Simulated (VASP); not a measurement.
A run of VASP 6.6.1 is set up as follows.

INCAR

```
SYSTEM = ZnSe
PREC = Accurate ; ENCUT = 520
EDIFF = 1E-6 ; ISMEAR = 0
SIGMA = 0.05 ; LREAL = .False.
LASPH = .True. ; NELM = 80
ALGO = Normal ; ISIF = 2
LWAVE = .False. ; LCHARG = .True.
LELF = .True. ; LVHAR = .True.
NBANDS = 16
```

KPOINTS

```
regular mesh
0
Gamma
  10 10 10
  0 0 0
```

File POSCAR:

```
ZnSe
1.0
    0.0000000000      2.7426593685      2.9143123669
    2.9143123669      0.0000000000      2.9143123669
    2.9143123669      2.7426593685      0.0000000000
Zn Se
1 1
Direct
    0.0000000000      0.0000000000      0.0000000000
    0.7500000000      0.7500000000      0.7500000000
```

Potentials or basis: VASP PAW LDA potentials, release 64 (Zn, Se).

Run with:

```bash
$ cat potpaw_LDA.64/Zn/POTCAR potpaw_LDA.64/Se/POTCAR > POTCAR
$ mpirun -np 1 vasp_std > vasp.out
```

Task: What does it give for the pressure?

Result: -4.4 GPa.

Task: What does it give for the band gap on the k mesh?

Result: 0.83 eV, direct.

Stress tensor (GPa, compression positive):
```
-5.15  0.00  0.00
 0.00 -2.96  0.00
 0.00  0.00 -5.15
```
